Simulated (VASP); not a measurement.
A run of VASP 6.6.1 is set up as follows.

File INCAR:

```
SYSTEM = Ta
ALGO = Normal
EDIFF = 1E-6
ENCUT = 520
GGA = PS
ISIF = 2
ISMEAR = 0
LASPH = .TRUE.
LCHARG = .FALSE.
LREAL = .FALSE.
LWAVE = .FALSE.
NBANDS = 12
NELM = 80
PREC = Accurate
SIGMA = 0.15
```

File KPOINTS:

```
k-points
0
G
  20 20 20
  0 0 0
```

POSCAR

```
Ta
1.0
   -1.5852288000      1.5852288000      1.7833824000
    1.5852288000     -1.5852288000      1.7833824000
    1.5852288000      1.5852288000     -1.7833824000
Ta
1
Direct
    0.0000000000      0.0000000000      0.0000000000
```

Potentials or basis: VASP PAW PBE potentials, release 64 (Ta_pv).

Run with:

```bash
$ cat potpaw_PBE.64/Ta_pv/POTCAR > POTCAR
$ mpirun -np 1 vasp_std > vasp.out
```

**Question.** What does it give for the pressure?

**Answer.** -1.7 GPa.

**Question.** Predict the band gap on the k mesh.

**Answer.** Zero (an odd number of electrons rules out a gap without spin polarisation).

Stress tensor (GPa, compression positive):
```
 2.25  0.00  0.00
 0.00  2.25  0.00
 0.00  0.00 -9.49
```

Caveat: the cell differs from its parent crystal (strain -0.040 along x and y, +0.080 along z); the stress differs along the axes, from -9 to 2 GPa; the PAW data sets were made with another functional, which shifts forces and pressure a little; spin-orbit coupling is left out, which moves the levels of the heavy elements.
